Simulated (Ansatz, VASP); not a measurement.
GaN: VASP beside Ansatz

INCAR

```
SYSTEM = GaN
  ALGO = Normal
  EDIFF = 1E-6
  ENCUT = 600
  GGA = PS
  GGA_COMPAT = .FALSE.
  ISIF = 2
  ISMEAR = 1
  LASPH = .TRUE.
  LCHARG = .FALSE.
  LREAL = .FALSE.
  LWAVE = .FALSE.
  NBANDS = 16
  NELM = 120
  PREC = Accurate
  SIGMA = 0.01
```

File KPOINTS:

```
k-points
0
G
  8 8 8
  0 0 0
```

The input POSCAR:

```
GaN
1.0
    0.0000000000      2.1352350000      2.1352350000
    2.1352350000      0.0000000000      2.1352350000
    2.1352350000      2.1352350000      0.0000000000
Ga N
1 1
Direct
    0.0000000000      0.0000000000      0.0000000000
    0.5000000000      0.5000000000      0.5000000000
```

Input for Ansatz:

```yaml
crystal:
  lattice:
    - [0.0, 2.135235, 2.135235]
    - [2.135235, 0.0, 2.135235]
    - [2.135235, 2.135235, 0.0]
  atoms:
    - { symbol: Ga, position: [0.0, 0.0, 0.0] }
    - { symbol: "N", position: [0.5, 0.5, 0.5] }
kpoints:
  mp_grid:
    grid: [8, 8, 8]
hamiltonian:
  xc: pbesol
  pseudopotentials:
    kind: paw
scf:
  convergence:
    dr2_threshold: 1.0e-09
  occupations:
    method: methfessel_paxton
    width: 0.01
output:
  optics:
    de: 0.1
    nscf_kmesh:
      grid: [10, 10, 10]
    bands:
      spectra_wanted_up_to: 10.0
```

Alike in both runs: task single point; functional PBEsol; k mesh 8 × 8 × 8; occupations methfessel-paxton of order 1, width 0.01 eV; no spin polarisation.

|  | VASP | Ansatz |
| --- | --- | --- |
| version | VASP 6.6.1 | Ansatz 0.2.0 |
| potentials or method | VASP PAW PBE potentials, release 64 (Ga_d, N) | plane waves, PAW |
| plane-wave cutoff (eV) | 600 | 420 |
| valence electrons in the cell | 18 | 18 |

Ansatz gave:

- gap on the k mesh at the Fermi level (eV): 0.35

Estimate VASP's values.

gap on the k mesh at the Fermi level (eV): 0.34.

VASP's potentials were made for PBE, not for PBEsol. With one functional, cell and mesh, what is left measures potentials, basis and numerics. Ansatz's warnings: settled levels scf threshold loose.
